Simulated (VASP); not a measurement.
A run of VASP 6.6.1 is set up as follows.

The input INCAR:

```
PREC = Accurate ; ENCUT = 520
EDIFF = 1E-6 ; ISMEAR = 1
SIGMA = 0.15 ; LREAL = False
LASPH = True ; NELM = 60
ALGO = Normal ; ISIF = 2
LWAVE = False ; LCHARG = False
GGA = PE ; NBANDS = 64
```

KPOINTS

```
regular mesh
0
Gamma
  3 3 3
```

Contents of POSCAR:

```
Ca2B4Rh5
1.0
    5.8057140000     -0.0950810000      1.3304330000
   -0.1134510000      4.6299250000     -1.3367180000
   -1.2230720000      3.6223730000      4.8449660000
B Rh Ca
4 5 2
Direct
    0.5088567448      0.1416756028      0.8813328149
    0.1743665133      0.7525487567      0.8201109163
    0.9286989838      0.4629933950      0.2102972095
    0.2972734266      0.4115214437      0.9141235964
    0.0822805241      0.5304515155      0.6140987087
    0.6266251352      0.4516824281      0.0701516323
    0.8258909840      0.9638230407      0.1134071917
    0.9311084243      0.0138441652      0.6857687692
    0.4257163101      0.9723822727      0.5972431714
    0.6444347594      0.5308367440      0.4955627677
    0.2907406198      0.8601269766      0.2230503365
```

Potentials or basis: VASP PAW PBE potentials, release 64 (B, Rh_pv, Ca_sv).

Command:

```console
$ cat potpaw_PBE.64/B/POTCAR potpaw_PBE.64/Rh_pv/POTCAR potpaw_PBE.64/Ca_sv/POTCAR > POTCAR
$ mpirun -np 1 vasp_std > vasp.out
```

Q: Predict the band gap on the k mesh.

A: Zero (an odd number of electrons rules out a gap without spin polarisation).

Q: Estimate the pressure.

A: 0.0 GPa.

Q: Predict the largest force.

A: 3.120 eV/Å.

Forces in eV/Å, atoms in the order of the input:
```
B    1.145  0.578 -0.124
B   -0.316  0.152  1.100
B    0.174 -0.031  0.223
B    0.410 -0.104 -1.149
Rh   0.661 -1.327  0.256
Rh  -0.400 -0.987 -1.413
Rh  -0.336  0.235 -0.584
Rh  -0.726 -1.219 -0.094
Rh   0.414  2.283  2.086
Ca  -0.287  1.101  0.736
Ca  -0.740 -0.680 -1.036
```

Caveat: the k points lie up to 0.47 Å⁻¹ apart, too coarse for converged energies and pressures of a metal.
